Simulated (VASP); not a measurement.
# CsOs3 (Pm-3m) in VASP: notebook

CsOs3 is run at these levels: PBE; tasks: relaxation of cell and atoms, single point.

Everything below comes from runs of VASP 6.6.1. Logs are shortened: lines on timing, memory, paths and dates and some standing lists are left out, and cuts for length are marked.

## (1) The cell of the first run

Symmetry: Pm-3m, No. 221, cubic system. The conventional cell has a = 4.370 Å, b = 4.370 Å, c = 4.370 Å, α = 90.00°, β = 90.00°, γ = 90.00°. Cs (site symmetry m-3m) has 12 Os at 3.09 Å within 4.1 Å. Within 4.1 Å of Os (site symmetry 4/mmm) lie 4 Cs at 3.09 Å and 8 Os at 3.09 Å.

## (2) Relaxation of cell and atoms, PBE

The input, INCAR:

```
PREC = Accurate
ENCUT = 560
EDIFF = 1E-7
ISMEAR = 0
SIGMA = 0.1
LREAL = F
LASPH = T
NELM = 120
ALGO = Normal
ISIF = 3
LWAVE = F
LCHARG = F
GGA = PE
IBRION = 2
NSW = 90
EDIFFG = -0.04
GGA_COMPAT = F
NELMIN = 4
```

The input, KPOINTS:

```
regular mesh
0
Gamma
  4 4 4
```

The input, POSCAR:

```
CsOs3
1.0
    4.3701338015      0.0000000000      0.0000000000
    0.0000000000      4.3701338015      0.0000000000
    0.0000000000      0.0000000000      4.3701338015
Cs Os
1 3
Direct
    0.0000000000      0.0000000000      0.0000000000
    0.0000000000      0.5000000000      0.5000000000
    0.5000000000      0.0000000000      0.5000000000
    0.5000000000      0.5000000000      0.0000000000
```

Potentials or basis: VASP PAW PBE potentials, release 64 (Cs_sv, Os_sv_GW).

Run with:

```sh
> cat potpaw_PBE.64/Cs_sv/POTCAR potpaw_PBE.64/Os_sv_GW/POTCAR > POTCAR
> mpirun -np 1 vasp_std > vasp.out
```

OUTCAR:

```text
PREC = Accurate
   ENCUT = 560
   EDIFF = 1E-7
   ISMEAR = 0
   LREAL = F
   LASPH = T
   NELM = 120
   ISIF = 3
   GGA = PE
   IBRION = 2
   NSW = 90
   EDIFFG = -0.04
   NELMIN = 4

 ion  position               nearest neighbor table
   1  0.000  0.000  0.000-   2 3.09   3 3.09   4 3.09   2 3.09   3 3.09   2 3.09   4 3.09   2 3.09
                             3 3.09   4 3.09   3 3.09   4 3.09
   2  0.000  0.500  0.500-   1 3.09   3 3.09   4 3.09   1 3.09   4 3.09   1 3.09   3 3.09   1 3.09
                             3 3.09   4 3.09   4 3.09   3 3.09
   3  0.500  0.000  0.500-   1 3.09   2 3.09   4 3.09   1 3.09   4 3.09   2 3.09   4 3.09   4 3.09
                             1 3.09   2 3.09   1 3.09   2 3.09
   4  0.500  0.500  0.000-   1 3.09   2 3.09   3 3.09   2 3.09   3 3.09   1 3.09   3 3.09   3 3.09
                             1 3.09   2 3.09   2 3.09   1 3.09

  LATTYP: Found a simple cubic cell.
 ALAT       =     4.3701338015

  Lattice vectors:

 A1 = (   4.3701338015,   0.0000000000,   0.0000000000)
 A2 = (   0.0000000000,   4.3701338015,   0.0000000000)
 A3 = (   0.0000000000,   0.0000000000,   4.3701338015)

Analysis of symmetry for initial positions (statically):
=====================================================================
 Subroutine PRICEL returns:
 Original cell was already a primitive cell.

 Routine SETGRP: Setting up the symmetry group for a
 simple cubic supercell.

 Subroutine GETGRP returns: Found 48 space group operations
 (whereof 48 operations were pure point group operations)
 out of a pool of 48 trial point group operations.

The static configuration has the point symmetry O_h .

Analysis of symmetry for dynamics (positions and initial velocities):
=====================================================================
 Subroutine PRICEL returns:
 Original cell was already a primitive cell.

 Routine SETGRP: Setting up the symmetry group for a
 simple cubic supercell.

 Subroutine GETGRP returns: Found 48 space group operations
 (whereof 48 operations were pure point group operations)
 out of a pool of 48 trial point group operations.

The dynamic configuration has the point symmetry O_h .

 Subroutine INISYM returns: Found 48 space group operations
 (whereof 48 operations are pure point group operations),
 and found     1 'primitive' translations

----------------------------------------------------------------------------------------

                                     Primitive cell

  volume of cell :      83.4611

  direct lattice vectors                    reciprocal lattice vectors
     4.370133801  0.000000000  0.000000000     0.228825946  0.000000000  0.000000000
     0.000000000  4.370133801  0.000000000     0.000000000  0.228825946  0.000000000
     0.000000000  0.000000000  4.370133801     0.000000000  0.000000000  0.228825946

  length of vectors
     4.370133801  4.370133801  4.370133801     0.228825946  0.228825946  0.228825946

  position of ions in fractional coordinates (direct lattice)
     0.000000000  0.000000000  0.000000000
     0.000000000  0.500000000  0.500000000
     0.500000000  0.000000000  0.500000000
     0.500000000  0.500000000  0.000000000

  ion indices of the primitive-cell ions
   primitive index   ion index
                 1           1
                 2           2
                 3           3
                 4           4

----------------------------------------------------------------------------------------

 KPOINTS: regular mesh

Automatic generation of k-mesh.
 Grid dimensions read from file:
 generate k-points for:    4    4    4

 Generating k-lattice:

  Cartesian coordinates                     Fractional coordinates (reciprocal lattice)
     0.057206486  0.000000000  0.000000000     0.250000000  0.000000000  0.000000000
     0.000000000  0.057206486  0.000000000     0.000000000  0.250000000  0.000000000
     0.000000000  0.000000000  0.057206486     0.000000000  0.000000000  0.250000000

  Length of vectors
     0.057206486  0.057206486  0.057206486

  Shift w.r.t. Gamma in fractional coordinates (k-lattice)
     0.000000000  0.000000000  0.000000000

 Subroutine IBZKPT returns following result:
 ===========================================

 Found     10 irreducible k-points:

 Following reciprocal coordinates:
            Coordinates               Weight
  0.000000  0.000000  0.000000      1.000000
  0.250000  0.000000  0.000000      6.000000
  0.500000  0.000000  0.000000      3.000000
  0.250000  0.250000  0.000000     12.000000
  0.500000  0.250000  0.000000     12.000000
  0.500000  0.500000  0.000000      3.000000
  0.250000  0.250000  0.250000      8.000000
  0.500000  0.250000  0.250000     12.000000
  0.500000  0.500000  0.250000      6.000000
  0.500000  0.500000  0.500000      1.000000
   k-points           NKPTS =     10   k-points in BZ     NKDIM =     10   number of bands    NBANDS=     34
   number of dos      NEDOS =    301   number of ions     NIONS =      4
   total plane-waves  NPLWV =  46656
   dimension x,y,z NGX =    36 NGY =   36 NGZ =   36
   dimension x,y,z NGXF=    72 NGYF=   72 NGZF=   72
   ions per type =               1   3
   NGX,Y,Z   is equivalent  to a cutoff of  13.69, 13.69, 13.69 a.u.
   NGXF,Y,Z  is equivalent  to a cutoff of  27.39, 27.39, 27.39 a.u.
 SYSTEM =  unknown system
   PREC   = accura    normal or accurate (medium, high low for compatibility)
   ISTART =      0    job   : 0-new  1-cont  2-samecut
   ICHARG =      2    charge: 1-file 2-atom 10-const
   ISPIN  =      1    spin polarized calculation?
   LNONCOLLINEAR =      F non collinear calculations
   LSORBIT =      F    spin-orbit coupling
   LASPH  =      T    aspherical Exc in radial PAW
   ENCUT  =  560.0 eV  41.16 Ry    6.42 a.u.   8.43  8.43  8.43*2*pi/ulx,y,z
   NELM   =    120;   NELMIN=  4; NELMDL= -5     # of ELM steps
   EDIFF  = 0.1E-06   stopping-criterion for ELM
   LREAL  =      F    real-space projection
   EDIFFG = -.4E-01   stopping-criterion for IOM
   NSW    =     90    number of steps for IOM
   IBRION =      2    ionic relax: 0-MD 1-quasi-New 2-CG
   NFREE  =      1    steps in history (QN), initial steepest desc. (CG)
   ISIF   =      3    stress and relaxation
   ISYM   =      2    0-nonsym 1-usesym 2-fastsym
   POTIM  = 0.5000    time-step for ionic-motion
   TEBEG  =    0.0;   TEEND  =   0.0 temperature during run
   PSTRESS=    0.0 pullay stress
   NELECT =      57.0000    total number of electrons
   NUPDOWN=      -1.0000    fix difference up-down
   EMIN   =  10.00;   EMAX   =-10.00  energy-range for DOS
   EFERMI =   0.00;   METHOD = LEGACY
   ISMEAR =     0;   SIGMA  =   0.10  broadening in eV -4-tet -1-fermi 0-gaus
   EFERMI_NEDOS =   21; number of points for ismear=-14 and -15
   IALGO  =     38    algorithm
   IMIX   =      4    mixing-type and parameters
     AMIX     =   0.40;   BMIX     =  1.00
     AMIX_MAG =   1.60;   BMIX_MAG =  1.00
  volume/ion in A,a.u.               =      20.87       140.81
  Fermi-wavevector in a.u.,A,eV,Ry     =   1.441689  2.724398 28.279280  2.078468
  Thomas-Fermi vector in A             =   2.560293
   LORBIT       =      0    0 simple, 1 ext, 2 COOP (PROOUT), +10 PAW based schemes
   GGA     = PE    functional components
   LHFCALC =     F    Hartree Fock is set to
   AEXX    =    0.0000 exact exchange contribution
   IVDW    =     0    specifies the selected vdW correction
   LEPSILON=     F    determine dielectric tensor
   LRPA    =     F    only Hartree local field effects (RPA)
 conjugate gradient relaxation of ions
 non-spin polarized calculation
 Gauss-broadening in eV      SIGMA  =   0.10
  energy-cutoff  :      560.00
  volume of cell :       83.46
 maximum number of plane-waves:      2522
 NGX is ok and might be reduce to    36
   NGX = 17   NGY = 17   NGZ = 17

--------------------------------------- Ionic step        1  -------------------------------------------

 number of electron      56.9999995 magnetization

 Free energy of the ion-electron system (eV)
  ---------------------------------------------------
  ext. energy  EPLUGINS =         0.00000000
  ---------------------------------------------------
  free energy    TOTEN  =       -26.64510520 eV

  energy without entropy =      -26.58994415  energy(sigma->0) =      -26.61752467

------------------------ aborting loop because EDIFF is reached ----------------------------------------

  FORCE on cell =-STRESS in cart. coord.  units (eV):
  Direction    XX          YY          ZZ          XY          YZ          ZX
  --------------------------------------------------------------------------------------
  -------------------------------------------------------------------------------------
  Total       -9.2073090     -9.2073090     -9.2073090      0.0000000     -0.0000000      0.0000000
  in kB     -176.7498675   -176.7498675   -176.7498675      0.0000000     -0.0000000      0.0000000
  external PRESSURE =    -176.7498675 kB  Pullay stress =       0.0000000 kB
[... 23 lines left out ...]
  energy  without entropy=      -26.5899441493  energy(sigma->0) =      -26.61752467

--------------------------------------- Ionic step        2  -------------------------------------------

 number of electron      56.9999999 magnetization

 E-fermi :  12.8259     XC(G=0): -14.2798

 val. band max:       12.7412386465   @ k =   0.5000   0.2500   0.2500
 cond. band min:      12.8303891914   @ k =   0.5000   0.2500   0.0000
 fundamental gap:      0.0891505449
 Fermi energy:        12.8259410185

 k-point     1 :       0.0000    0.0000    0.0000
  band No.  band energies     occupation
      1     -73.2909      2.00000
      2     -73.2072      2.00000
      3     -73.2072      2.00000
      4     -33.0457      2.00000
      5     -33.0457      2.00000
      6     -33.0457      2.00000
[... 432 lines left out ...]
  energy  without entropy=      -27.4352739616  energy(sigma->0) =      -27.45683186

--------------------------------------- Ionic step        4  -------------------------------------------

 number of electron      56.9999997 magnetization

 Free energy of the ion-electron system (eV)
  ---------------------------------------------------
  ext. energy  EPLUGINS =         0.00000000
  ---------------------------------------------------
  free energy    TOTEN  =       -27.48001512 eV

  energy without entropy =      -27.43708361  energy(sigma->0) =      -27.45854937

 E-fermi :   9.6578     XC(G=0): -13.1191

 val. band max:        9.6506544949   @ k =   0.2500   0.0000   0.0000
 cond. band min:       9.6700869496   @ k =   0.2500   0.2500   0.0000
 fundamental gap:      0.0194324547
 Fermi energy:         9.6577788462

 k-point     1 :       0.0000    0.0000    0.0000
  band No.  band energies     occupation
      1     -76.1876      2.00000
      2     -76.1546      2.00000
      3     -76.1546      2.00000
      4     -35.7240      2.00000
      5     -35.7240      2.00000
      6     -35.7240      2.00000
[... 390 lines left out ...]
  FREE ENERGIE OF THE ION-ELECTRON SYSTEM (eV)
  ---------------------------------------------------
  free  energy   TOTEN  =       -27.4800151189 eV

  energy  without entropy=      -27.4370836148  energy(sigma->0) =      -27.45854937

 reached required accuracy - stopping structural energy minimisation
```

It took 68 s on 1 thread of AMD EPYC 9R45 (Zen 5), shared host; peak memory 0.19 GiB.

Results:

```
Free energy                           : -27.4800 eV
Relaxed volume                        : 17.74 Å³/atom
Relaxed cell                          : a = 4.140 Å, b = 4.140 Å, c = 4.140 Å, α = 90.00°, β = 90.00°, γ = 90.00°
Space group after relaxing (to 0.1 Å) : Pm-3m (No. 221)
Energy gained by relaxing             : 208.7 meV/atom
Ionic steps                           : 4
Pressure after relaxing               : -0.3 GPa
Band gap on the k mesh                : zero (an odd number of electrons rules out a gap without spin polarisation)
```

Step by step:
```tsv
step	energy change (eV)	largest force (eV/Å)	pressure (GPa)	volume (Å³)
1	0.0000	0.0000	-17.67	83.46
2	0.7884	0.0000	52.04	58.63
3	-0.8333	0.0000	-1.14	71.30
4	-0.8349	0.0000	-0.34	70.95
```

Final structure:
```
Cs Os
1.0
     4.13986    0.00000    0.00000
     0.00000    4.13986    0.00000
     0.00000    0.00000    4.13986
Cs Os
1 3
Cartesian
  0.0000 0.0000 0.0000
  0.0000 2.0699 2.0699
  2.0699 0.0000 2.0699
  2.0699 2.0699 0.0000
```

Levels at points of the mesh, in eV from the Fermi level:
| k point | band 26 | band 27 | band 28 | band 29 | band 30 | band 31 |
| --- | --- | --- | --- | --- | --- | --- |
| (0.00, 0.00, 0.00) | -1.27 | 0.60 | 0.60 | 1.70 | 2.28 | 2.28 |
| (0.50, 0.00, 0.00) | -1.52 | -1.04 | -0.76 | 0.24 | 0.24 | 0.83 |
| (0.50, 0.50, 0.00) | -1.27 | -1.09 | -0.22 | -0.05 | 0.41 | 0.41 |
| (0.50, 0.50, 0.50) | -1.36 | -0.65 | -0.65 | -0.32 | 1.77 | 1.77 |

Caveat: spin-orbit coupling is left out, which moves the levels of the heavy elements.

## (3) Single point, PBE

This run uses another cell than the first one, of 17.44 Å³/atom.

The input, INCAR:

```
SYSTEM = CsOs3
ALGO = Normal ; EDIFF = 1E-6
ENCUT = 560 ; GGA = PE
GGA_COMPAT = .FALSE. ; ISIF = 2
ISMEAR = 0 ; LASPH = .TRUE.
LCHARG = .TRUE. ; LELF = .TRUE.
LREAL = .FALSE. ; LVHAR = .TRUE.
LWAVE = .FALSE. ; NBANDS = 36
NELM = 120 ; PREC = Accurate
SIGMA = 0.1
```

The input, KPOINTS:

```
k-points
0
G
  12 12 12
  0 0 0
```

The input, POSCAR:

```
CsOs3
1.0
    4.1168927846      0.0000000000      0.0000000000
    0.0000000000      4.1168927846      0.0000000000
    0.0000000000      0.0000000000      4.1168927846
Cs Os
1 3
Direct
    0.0000000000      0.0000000000      0.0000000000
    0.0000000000      0.5000000000      0.5000000000
    0.5000000000      0.0000000000      0.5000000000
    0.5000000000      0.5000000000      0.0000000000
```

Potentials or basis: VASP PAW PBE potentials, release 64 (Cs_sv, Os_sv_GW).

Run with:

```sh
> cat potpaw_PBE.64/Cs_sv/POTCAR potpaw_PBE.64/Os_sv_GW/POTCAR > POTCAR
> mpirun -np 1 vasp_std > vasp.out
```

Run time: 98 s. Hardware: 1 thread of Intel Xeon Platinum 8375C at 2.90GHz (Ice Lake), shared host; peak memory 0.33 GiB.

It converged, with:

```
Free energy            : -27.2980 eV
Pressure               : 1.9 GPa
Band gap on the k mesh : zero (an odd number of electrons rules out a gap without spin polarisation)
```

Levels at points of the mesh, in eV from the Fermi level:
```
           k point  band 27  band 28  band 29  band 30  band 31  band 32
(0.00, 0.00, 0.00)     0.61     0.61     1.76     2.34     2.34     2.34
(0.50, 0.00, 0.00)    -1.07    -0.78     0.28     0.28     0.85     1.27
(0.50, 0.50, 0.00)    -1.11    -0.21    -0.05     0.45     0.45     0.55
(0.50, 0.50, 0.50)    -0.66    -0.66    -0.33     1.83     1.83     1.83
```

Caveat: spin-orbit coupling is left out, which moves the levels of the heavy elements.

The gap in the log of VASP goes by the Fermi energy; the results here count the filled bands.